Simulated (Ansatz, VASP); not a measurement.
Given: the input of a run of VASP 6.6.1 on Fe.

Contents of INCAR:

```
AGGAC = 1.0
AGGAX = 1.0
ALDAC = 0.0
ALDAX = 1.0
ALGO = Normal
EDIFF = 1E-6
ENCUT = 520
GGA = B5
ISIF = 2
ISMEAR = -1
ISPIN = 2
IVDW = 13
LASPH = T
LCHARG = F
LMAXMIX = 4
LORBIT = 11
LREAL = F
LWAVE = F
MAGMOM = 3
NBANDS = 14
NELM = 150
PREC = Accurate
SIGMA = 0.05
VDW_A1 = 0.44488865
VDW_A2 = 4.0933009
VDW_S6 = 1.0
VDW_S8 = 2.34076671
```

File KPOINTS:

```
k-points
0
Gamma
  13 13 13
```

Contents of POSCAR:

```
Fe
1.0
   -1.4619890197      1.4619890197      1.4619890197
    1.4619890197     -1.4619890197      1.4619890197
    1.4619890197      1.4619890197     -1.4619890197
Fe
1
Direct
    0.0000000000      0.0000000000      0.0000000000
```

Potentials or basis: VASP PAW PBE potentials, release 64 (Fe).

Launch:

```sh
$ cat potpaw_PBE.64/Fe/POTCAR > POTCAR
$ mpirun -np 1 vasp_std > vasp.out
```

Question: Set up the same calculation for Ansatz 0.2.0. Potentials there: Ansatz PAW.

Answer: As run (the cutoff follows the program's own potentials):

Contents of input.yaml:

```yaml
crystal:
  lattice:
    - [-1.4619890197, 1.4619890197, 1.4619890197]
    - [1.4619890197, -1.4619890197, 1.4619890197]
    - [1.4619890197, 1.4619890197, -1.4619890197]
  atoms:
    - { symbol: Fe, position: [0.0, 0.0, 0.0], spin: 3.0 }
hamiltonian:
  xc: blyp
  pseudopotentials: { kind: paw }
  dispersion: d4
magnetization:
  spin_polarized: true
kpoints:
  mp_grid: { grid: [13, 13, 13] }
scf:
  occupations: { method: fermi_dirac, width: 0.05 }
output:
  forces: true
  stress: true
  eigenvalues: true
```

Potentials or basis: Ansatz PAW.

Launch:

```console
$ ansatz run input.yaml --threads 2 --pin off --max-ram 5120MiB --backend cpu --events-out ev --progress --plain --runs-dir out
```

Both were run:

|  | VASP | Ansatz | Ansatz less VASP |
| --- | --- | --- | --- |
| gap on the k mesh at the Fermi level (eV) | none | none | - |
| pressure (GPa) | -14.4 | -14.9 | -0.50 |
| net moment per atom (μB) | 2.36 | 2.33 | -0.027 |
| size of the moment on the site where the two differ most (μB) | 2.37 | 2.39 | +0.020 |

VASP's potentials were made for PBE, not for BLYP. Site moments also hang on the region over which each program counts them. A gap of «none» marks a metal or a gap that the smearing closes. VASP's potentials hold 8 valence electrons a cell and Ansatz's 16, so a difference there can come from the potentials and not from the codes.
